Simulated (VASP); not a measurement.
**Li: single point with r2SCAN**

Crystal: Li.

```
CELL_PARAMETERS angstrom
3.01396 0.00000 0.00000
-1.50698 2.61017 0.00000
0.00000 0.00000 9.82161
ATOMIC_POSITIONS crystal
Li 0.00000 0.00000 0.00000
Li 0.00000 0.00000 0.50000
Li 0.33333 0.66667 0.25000
Li 0.66667 0.33333 0.75000
```

This isn't the form of Li at room conditions, which is bcc.

* Program: VASP 6.6.1
* Task: single point
* Functional: r2SCAN
* Potentials or basis: VASP PAW PBE potentials, release 64 (Li_sv)
* Cutoff: 830 eV
* k mesh: 13 × 13 × 4
* Occupations: fermi-dirac, width 0.1 eV
* Spin: no spin polarisation

```
Pressure               : 0.9 GPa
Band gap on the k mesh : zero (bands 6 and 7 overlap by 4.52 eV)
```

Stress tensor (GPa, compression positive):
```
0.81 0.00 0.00
0.00 0.81 0.00
0.00 0.00 1.02
```

Levels at points of the mesh, in eV from the Fermi level:
```csv
k point,band 4,band 5,band 6,band 7,band 8,band 9
"(0.00, 0.00, 0.00)",-47.96,-3.96,-2.72,-2.72,-0.03,3.31
"(0.00, 0.00, 0.50)",-47.96,-3.65,-3.65,-1.24,-1.24,5.28
```

Wall time 11 min on 1 thread of Oxide Virtual Turin-like Processor, with other jobs on the host, peak memory 0.3 GiB.

Caveat: the PAW data sets were made with another functional, which shifts forces and pressure a little.
